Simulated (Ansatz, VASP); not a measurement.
## One calculation of Al3In2As5, two programs

Contents of INCAR:

```
PREC = Accurate ; ENCUT = 520
EDIFF = 1E-6 ; ISMEAR = 0
SIGMA = 0.1 ; LREAL = F
LASPH = T ; NELM = 60
ALGO = Normal ; ISIF = 2
LWAVE = F ; LCHARG = F
GGA = PE ; NBANDS = 41
```

The input KPOINTS:

```
Automatic mesh
0
Gamma
  6 6 6
```

The input POSCAR:

```
Al3In2As5
1.0
   -1.9729756600      1.9729756600     13.9510446900
    1.9729756600     -1.9729756600     13.9510446900
    1.9729756600      1.9729756600    -13.9510446900
Al In As
3 2 5
Direct
    0.9000000000      0.9000000000      0.0000000000
    0.5000000000      0.5000000000      0.0000000000
    0.1000000000      0.1000000000      0.0000000000
    0.7000000000      0.7000000000      0.0000000000
    0.3000000000      0.3000000000      0.0000000000
    0.2500000000      0.7500000000      0.5000000000
    0.8500000000      0.3500000000      0.5000000000
    0.4500000000      0.9500000000      0.5000000000
    0.0500000000      0.5500000000      0.5000000000
    0.6500000000      0.1500000000      0.5000000000
```

Input for Ansatz:

```yaml
crystal:
  lattice:
    - [-1.97297566, 1.97297566, 13.95104469]
    - [1.97297566, -1.97297566, 13.95104469]
    - [1.97297566, 1.97297566, -13.95104469]
  atoms:
    - { symbol: Al, position: [0.9, 0.9, 0.0] }
    - { symbol: Al, position: [0.5, 0.5, 0.0] }
    - { symbol: Al, position: [0.1, 0.1, 0.0] }
    - { symbol: In, position: [0.7, 0.7, 0.0] }
    - { symbol: In, position: [0.3, 0.3, 0.0] }
    - { symbol: As, position: [0.25, 0.75, 0.5] }
    - { symbol: As, position: [0.85, 0.35, 0.5] }
    - { symbol: As, position: [0.45, 0.95, 0.5] }
    - { symbol: As, position: [0.05, 0.55, 0.5] }
    - { symbol: As, position: [0.65, 0.15, 0.5] }
basis:
  ecutwfc: 420
kpoints:
  mp_grid: { grid: [6, 6, 6] }
hamiltonian:
  xc: pbe
scf:
  occupations: { method: gaussian, width: 0.1 }
  lower_state_search: "off"
output:
  forces: true
  stress: true
  eigenvalues: true
```

Alike in both runs: task single point; functional PBE; k mesh 6 × 6 × 6; occupations gaussian, width 0.1 eV; no spin polarisation.

|  | VASP | Ansatz |
| --- | --- | --- |
| version | VASP 6.6.1 | Ansatz 0.2.0 |
| potentials or method | VASP PAW PBE potentials, release 64 (Al, In_d, As), cutoff 520 eV | scalar-relativistic, plane waves, PAW |
| valence electrons in the cell | 60 | 110 |

|  | VASP | Ansatz | Ansatz less VASP |
| --- | --- | --- | --- |
| gap on the k mesh at the Fermi level (eV) | 1.15 | 1.16 | +0.012 |
| least direct gap on the mesh (eV) | 1.24 | 1.26 | +0.012 |
| pressure (GPa) | 16.3 | 16.1 | -0.22 |
| traceless stress, the component that is largest in VASP (GPa) | -0.13 | -0.13 | +0.002 |
| rms of the force components (eV/Å) | 0.581 | 0.581 | +0.0003 |

Atom by atom the forces differ by 0.000 eV/Å (rms over components). VASP's potentials hold 60 valence electrons a cell and Ansatz's 110, so a difference there can come from the potentials and not from the codes.
